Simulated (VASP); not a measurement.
Input of a VASP 6.6.1 run:

Contents of INCAR:

```
  ALGO = Normal
  EDIFF = 1E-6
  EDIFFG = -0.04
  ENCUT = 600
  GGA = PE
  IBRION = 2
  ISIF = 3
  ISMEAR = 0
  LASPH = T
  LCHARG = F
  LREAL = F
  LWAVE = F
  NELM = 60
  NSW = 90
  PREC = Accurate
  SIGMA = 0.1
```

Contents of KPOINTS:

```
k-points
0
Gamma
  4 4 6
```

POSCAR

```
Be3Al2
1.0
    2.4473249400     -3.2206271100      0.0000000000
    2.4473249400      3.2206271100      0.0000000000
   -0.4011797000      0.0000000000      3.6659984800
Be Al
3 2
Direct
    0.0000000000      0.0000000000      0.0000000000
    0.5000000000      0.5000000000      0.0000000000
    0.5000000000      0.5000000000      0.5000000000
    0.0000000000      0.5000000000      0.0000000000
    0.5000000000      0.0000000000      0.0000000000
```

Potentials or basis: VASP PAW PBE potentials, release 64 (Be, Al).

Launch:

```sh
$ cat potpaw_PBE.64/Be/POTCAR potpaw_PBE.64/Al/POTCAR > POTCAR
$ mpirun -np 1 vasp_std > vasp.out
```

(1) What does it give for the relaxed cell?

(2) What does it give for the space group after relaxing (to 0.1 Å)?

(3) Estimate the relaxed volume.

## Answers

(1) a = 4.699 Å, b = 4.699 Å, c = 3.936 Å, α = 90.46°, β = 90.46°, γ = 116.13°.

(2) Cmmm (No. 65).

(3) 15.60 Å³/atom.

Caveat: the k points lie up to 0.37 Å⁻¹ apart in the final cell, too coarse for converged energies and pressures of a metal; the volume moved by over 15 % at a fixed basis, so the end points are rough.
